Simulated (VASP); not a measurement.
# BAs (F-43m) in VASP: notebook

Runs on BAs. Level: PBE+D3(BJ). Tasks: single point, relaxation of cell and atoms.

Program: VASP 6.6.1. These are calculated values, not measurements. Logs are shortened: lines on timing, memory, paths and dates and some standing lists are left out, and cuts for length are marked.

## 1. The cell of the first run

The structure is cubic, space group F-43m (No. 216). Conventional cell: a = 4.770 Å, b = 4.770 Å, c = 4.770 Å, α = 90.00°, β = 90.00°, γ = 90.00°. Within 2.7 Å of B (site symmetry -43m) lie 4 As at 2.07 Å. Within 2.7 Å of As (site symmetry -43m) lie 4 B at 2.07 Å.

## 2. Single point, PBE+D3(BJ)

INCAR

```
SYSTEM = BAs
  PREC = Accurate
  ENCUT = 500
  EDIFF = 1E-6
  ISMEAR = 0
  SIGMA = 0.1
  LREAL = .False.
  LASPH = .True.
  NELM = 120
  ALGO = Normal
  ISIF = 2
  LWAVE = .False.
  LCHARG = .False.
  GGA = PE
  IVDW = 12
  NBANDS = 11
  GGA_COMPAT = .False.
```

KPOINTS

```
regular mesh
0
Gamma
  6 6 6
  0 0 0
```

POSCAR

```
BAs
1.0
    0.0000000000      2.3850000000      2.3850000000
    2.3850000000      0.0000000000      2.3850000000
    2.3850000000      2.3850000000      0.0000000000
B As
1 1
Direct
    0.0000000000      0.0000000000      0.0000000000
    0.2500000000      0.2500000000      0.2500000000
```

Potentials or basis: VASP PAW PBE potentials, release 64 (B, As).

Started as:

```sh
$ cat potpaw_PBE.64/B/POTCAR potpaw_PBE.64/As/POTCAR > POTCAR
$ mpirun -np 1 vasp_std > vasp.out
```

OUTCAR:

```text
SYSTEM = BAs
   PREC = Accurate
   ENCUT = 500
   EDIFF = 1E-6
   ISMEAR = 0
   LREAL = .False.
   LASPH = .True.
   NELM = 120
   ISIF = 2
   GGA = PE
   IVDW = 12
 IVDW          = 12

 ion  position               nearest neighbor table
   1  0.000  0.000  0.000-   2 2.07   2 2.07   2 2.07   2 2.07
   2  0.250  0.250  0.250-   1 2.07   1 2.07   1 2.07   1 2.07

  LATTYP: Found a face centered cubic cell.
 ALAT       =     4.7700000000

  Lattice vectors:

 A1 = (   0.0000000000,   2.3850000000,   2.3850000000)
 A2 = (   2.3850000000,   0.0000000000,   2.3850000000)
 A3 = (   2.3850000000,   2.3850000000,   0.0000000000)

Analysis of symmetry for initial positions (statically):
=====================================================================
 Subroutine PRICEL returns:
 Original cell was already a primitive cell.

 Routine SETGRP: Setting up the symmetry group for a
 face centered cubic supercell.

 Subroutine GETGRP returns: Found 24 space group operations
 (whereof 24 operations were pure point group operations)
 out of a pool of 48 trial point group operations.

The static configuration has the point symmetry T_d .

Analysis of symmetry for dynamics (positions and initial velocities):
=====================================================================
 Subroutine PRICEL returns:
 Original cell was already a primitive cell.

 Routine SETGRP: Setting up the symmetry group for a
 face centered cubic supercell.

 Subroutine GETGRP returns: Found 24 space group operations
 (whereof 24 operations were pure point group operations)
 out of a pool of 48 trial point group operations.

The dynamic configuration has the point symmetry T_d .

 Subroutine INISYM returns: Found 24 space group operations
 (whereof 24 operations are pure point group operations),
 and found     1 'primitive' translations

----------------------------------------------------------------------------------------

                                     Primitive cell

  volume of cell :      27.1328

  direct lattice vectors                    reciprocal lattice vectors
     0.000000000  2.385000000  2.385000000    -0.209643606  0.209643606  0.209643606
     2.385000000  0.000000000  2.385000000     0.209643606 -0.209643606  0.209643606
     2.385000000  2.385000000  0.000000000     0.209643606  0.209643606 -0.209643606

  length of vectors
     3.372899346  3.372899346  3.372899346     0.363113377  0.363113377  0.363113377
[... 78 lines left out ...]
   ISIF   =      2    stress and relaxation
   ISYM   =      2    0-nonsym 1-usesym 2-fastsym
   POTIM  = 0.5000    time-step for ionic-motion
   TEBEG  =    0.0;   TEEND  =   0.0 temperature during run
   PSTRESS=    0.0 pullay stress
   NELECT =       8.0000    total number of electrons
   NUPDOWN=      -1.0000    fix difference up-down
   EMIN   =  10.00;   EMAX   =-10.00  energy-range for DOS
   EFERMI =   0.00;   METHOD = LEGACY
   ISMEAR =     0;   SIGMA  =   0.10  broadening in eV -4-tet -1-fermi 0-gaus
   EFERMI_NEDOS =   21; number of points for ismear=-14 and -15
   IALGO  =     38    algorithm
   IMIX   =      4    mixing-type and parameters
     AMIX     =   0.40;   BMIX     =  1.00
     AMIX_MAG =   1.60;   BMIX_MAG =  1.00
  volume/ion in A,a.u.               =      13.57        91.55
  Fermi-wavevector in a.u.,A,eV,Ry     =   1.089615  2.059074 16.153667  1.187261
  Thomas-Fermi vector in A             =   2.225822
   LORBIT       =      0    0 simple, 1 ext, 2 COOP (PROOUT), +10 PAW based schemes
   GGA     = PE    functional components
   LHFCALC =     F    Hartree Fock is set to
   AEXX    =    0.0000 exact exchange contribution
   IVDW    =    12    specifies the selected vdW correction
   LEPSILON=     F    determine dielectric tensor
   LRPA    =     F    only Hartree local field effects (RPA)
 non-spin polarized calculation
 Gauss-broadening in eV      SIGMA  =   0.10
  energy-cutoff  :      500.00
  volume of cell :       27.13
 maximum number of plane-waves:       701
 NGX is ok and might be reduce to    28
   NGX = 13   NGY = 13   NGZ = 13

 number of electron       8.0000000 magnetization

 Free energy of the ion-electron system (eV)
  ---------------------------------------------------
  ext. energy  EPLUGINS =         0.00000000
  ---------------------------------------------------
  free energy    TOTEN  =       -11.38450833 eV

  energy without entropy =      -11.38450833  energy(sigma->0) =      -11.38450833

 E-fermi :   6.6541     XC(G=0): -10.6001

 val. band max:        6.1812255808   @ k =   0.0000   0.0000   0.0000
 cond. band min:       7.4499912200   @ k =   0.3333   0.3333   0.0000
 fundamental gap:      1.2687656392
 Fermi energy:         6.6540979994

 k-point     1 :       0.0000    0.0000    0.0000
  band No.  band energies     occupation
      1      -9.2622      2.00000
      2       6.1812      2.00000
      3       6.1812      2.00000
      4       6.1812      2.00000
      5       9.4606      0.00000
      6       9.4606      0.00000
      7       9.4606      0.00000
      8      10.9245      0.00000
      9      15.7844      0.00000
     10      19.1455      0.00000
     11      19.1455      0.00000
[... 197 lines left out ...]
 k-point    16 :      -0.3333    0.5000    0.1667
  band No.  band energies     occupation
      1      -4.9284      2.00000
      2      -2.0495      2.00000
      3       1.0005      2.00000
      4       1.1960      2.00000
      5       9.9524      0.00000
      6      10.1760      0.00000
      7      14.8536      0.00000
      8      15.0978      0.00000
      9      18.5247      0.00000
     10      21.8941      0.00000
     11      22.0423      0.00000

------------------------ aborting loop because EDIFF is reached ----------------------------------------

 Edisp (eV)   -0.66271

 E8    (eV) :    -0.2634

  FORCE on cell =-STRESS in cart. coord.  units (eV):
  Direction    XX          YY          ZZ          XY          YZ          ZX
  --------------------------------------------------------------------------------------
  -------------------------------------------------------------------------------------
  Total       0.03518     0.03518     0.03518     0.00000     0.00000    -0.00000
  in kB       2.07743     2.07743     2.07743     0.00000     0.00000    -0.00000
  external pressure =        2.08 kB  Pullay stress =        0.00 kB

 VOLUME and BASIS-vectors are now :
 -----------------------------------------------------------------------------
  energy-cutoff  :      500.00
  volume of cell :       27.13
      direct lattice vectors                 reciprocal lattice vectors
     0.000000000  2.385000000  2.385000000    -0.209643606  0.209643606  0.209643606
     2.385000000  0.000000000  2.385000000     0.209643606 -0.209643606  0.209643606
     2.385000000  2.385000000  0.000000000     0.209643606  0.209643606 -0.209643606

 POSITION                                       TOTAL-FORCE (eV/Angst)
 -----------------------------------------------------------------------------------
      0.00000      0.00000      0.00000         0.000000      0.000000      0.000000
      1.19250      1.19250      1.19250        -0.000000     -0.000000     -0.000000
 -----------------------------------------------------------------------------------
    total drift:                               -0.000000     -0.000000     -0.000000

  FREE ENERGIE OF THE ION-ELECTRON SYSTEM (eV)
  ---------------------------------------------------
  free  energy   TOTEN  =       -12.0472177002 eV

  energy  without entropy=      -12.0472177002  energy(sigma->0) =      -12.04721770
```

OSZICAR:

```text
N       E                     dE             d eps       ncg     rms          rms(c)
DAV:   1     0.132242172196E+02    0.13224E+02   -0.36124E+03   352   0.621E+02
DAV:   2    -0.112123912000E+02   -0.24437E+02   -0.23572E+02   491   0.100E+02
DAV:   3    -0.120352231972E+02   -0.82283E+00   -0.82125E+00   436   0.176E+01
DAV:   4    -0.120376388479E+02   -0.24157E-02   -0.24156E-02   391   0.108E+00
DAV:   5    -0.120376425340E+02   -0.36861E-05   -0.36861E-05   417   0.452E-02    0.497E+00
DAV:   6    -0.114522400490E+02    0.58540E+00   -0.16060E+00   376   0.516E+00    0.241E+00
DAV:   7    -0.113909510298E+02    0.61289E-01   -0.19715E-01   406   0.218E+00    0.992E-01
DAV:   8    -0.113840271679E+02    0.69239E-02   -0.20715E-02   388   0.819E-01    0.993E-02
DAV:   9    -0.113843422266E+02   -0.31506E-03   -0.77602E-04   412   0.161E-01    0.596E-02
DAV:  10    -0.113845024156E+02   -0.16019E-03   -0.19634E-04   372   0.857E-02    0.121E-02
DAV:  11    -0.113845081685E+02   -0.57529E-05   -0.52457E-06   426   0.154E-02    0.105E-02
DAV:  12    -0.113845083264E+02   -0.15793E-06   -0.27027E-06   367   0.900E-03
   1 F= -.12047218E+02 E0= -.12047218E+02  d E =-.152372E-12
```

stdout:

```text
POSCAR found type information on POSCAR B As
 POSCAR found :  2 types and       2 ions
 scaLAPACK will be used
 LDA part: xc-table for (Slater+PW92), standard interpolation
 POSCAR, INCAR and KPOINTS ok, starting setup
 FFT: planning ... GRIDC
 FFT: planning ... GRID_SOFT
 FFT: planning ... GRID
 WAVECAR not read
 entering main loop
```

It took 15 s on 1 thread of Intel Xeon 8259CL, shared host; peak memory 0.16 GiB.

Results:

```
Free energy                : -12.0472 eV
Pressure                   : 0.2 GPa
Band gap on the k mesh     : 1.27 eV (least direct gap 3.28 eV)
Dispersion energy per atom : -0.331 eV
```

A k mesh can miss the band edges.

## 3. Single point, PBE+D3(BJ)

This run uses another cell than the first one, of 13.52 Å³/atom.

INCAR

```
PREC = Accurate
ENCUT = 500
EDIFF = 1E-6
ISMEAR = 0
SIGMA = 0.02
LREAL = F
LASPH = T
NELM = 120
ALGO = Normal
ISIF = 2
LWAVE = F
LCHARG = F
GGA = PE
IVDW = 12
NBANDS = 11
GGA_COMPAT = F
```

KPOINTS

```
Automatic mesh
0
Gamma
  10 10 10
```

POSCAR

```
BAs
1.0
    0.0000000000      2.3820895465      2.3820895465
    2.3820895465      0.0000000000      2.3820895465
    2.3820895465      2.3820895465      0.0000000000
B As
1 1
Direct
    0.0000000000      0.0000000000      0.0000000000
    0.2500000000      0.2500000000      0.2500000000
```

Potentials or basis: VASP PAW PBE potentials, release 64 (B, As).

Started as:

```sh
$ cat potpaw_PBE.64/B/POTCAR potpaw_PBE.64/As/POTCAR > POTCAR
$ mpirun -np 1 vasp_std > vasp.out
```

Wall time 28 s (1 thread of Intel Xeon 8259CL, shared host); peak memory 0.17 GiB.

The run converged. Its results:

| Quantity | Value |
| --- | --- |
| Free energy | -12.0657 eV |
| Pressure | 0.7 GPa |
| Band gap on the k mesh | 1.17 eV (least direct gap 3.29 eV) |
| Dispersion energy per atom | -0.333 eV |

Levels at points of the mesh, in eV from the valence-band top:
| k point | band 1 | band 2 | band 3 | band 4 | band 5 | band 6 | band 7 | band 8 | band 9 |
| --- | --- | --- | --- | --- | --- | --- | --- | --- | --- |
| (0.00, 0.00, 0.00) | -15.48 | 0.00 | 0.00 | 0.00 | 3.29 | 3.29 | 3.29 | 4.79 | 9.62 |
| (0.50, 0.00, 0.00) | -12.57 | -8.85 | -1.84 | -1.84 | 2.74 | 4.79 | 4.79 | 8.88 | 12.77 |
| (0.50, 0.50, 0.00) | -11.24 | -8.58 | -4.11 | -4.11 | 1.42 | 1.43 | 11.44 | 11.44 | 12.94 |

A k mesh can miss the band edges.

(Part 1 of 2 ends here.)
